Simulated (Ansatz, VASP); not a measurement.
Two plane-wave programs on WS2

File INCAR:

```
SYSTEM = WS2
PREC = Accurate
ENCUT = 520
EDIFF = 1E-7
ISMEAR = 0
SIGMA = 0.02
LREAL = .False.
LASPH = .True.
NELM = 60
ALGO = Normal
ISIF = 2
LWAVE = .False.
LCHARG = .False.
NBANDS = 35
```

File KPOINTS:

```
regular mesh
0
Gamma
  9 9 2
  0 0 0
```

The input POSCAR:

```
WS2
1.0
    3.1800000000      0.0000000000      0.0000000000
   -1.5900000000      2.7539607840      0.0000000000
    0.0000000000      0.0000000000     12.5000000000
W S
2 4
Direct
    0.6666666667      0.3333333333      0.7500000000
    0.3333333333      0.6666666667      0.2500000000
    0.6666666667      0.3333333333      0.3750000000
    0.3333333333      0.6666666667      0.8750000000
    0.6666666667      0.3333333333      0.1242000000
    0.3333333333      0.6666666667      0.6250000000
```

Input for Ansatz:

```yaml
crystal:
  lattice:
    - [3.18, 0.0, 0.0]
    - [-1.59, 2.753960784, 0.0]
    - [0.0, 0.0, 12.5]
  atoms:
    - { symbol: W, position: [0.6666666667, 0.3333333333, 0.75] }
    - { symbol: W, position: [0.3333333333, 0.6666666667, 0.25] }
    - { symbol: S, position: [0.6666666667, 0.3333333333, 0.375] }
    - { symbol: S, position: [0.3333333333, 0.6666666667, 0.875] }
    - { symbol: S, position: [0.6666666667, 0.3333333333, 0.1242] }
    - { symbol: S, position: [0.3333333333, 0.6666666667, 0.625] }
hamiltonian:
  xc: lda
  pseudopotentials: { kind: paw }
kpoints:
  mp_grid: { grid: [9, 9, 2] }
scf:
  occupations: { method: gaussian, width: 0.02 }
  convergence: { dr2_threshold: 1.0e-11 }
basis:
  ecutwfc: 600
output:
  forces: true
```

Alike in both runs: task single point; functional LDA; k mesh 9 × 9 × 2; occupations gaussian, width 0.02 eV; no spin polarisation.

|  | VASP | Ansatz |
| --- | --- | --- |
| version | VASP 6.6.1 | Ansatz 0.2.0 |
| potentials or method | VASP PAW LDA potentials, release 64 (W_sv, S), cutoff 520 eV | scalar-relativistic, plane waves, PAW |
| valence electrons in the cell | 52 | 52 |

Ansatz gave:

* rms of the force components (eV/Å): 0.198

**Question.** What did VASP give for the same quantities?

**Answer.** rms of the force components (eV/Å): 0.177.

LDA's correlation is that of Perdew and Zunger in VASP and of Perdew and Wang (1992) in Ansatz. Atom by atom the forces differ by 0.022 eV/Å (rms over components).

Neither program's run includes spin-orbit coupling.
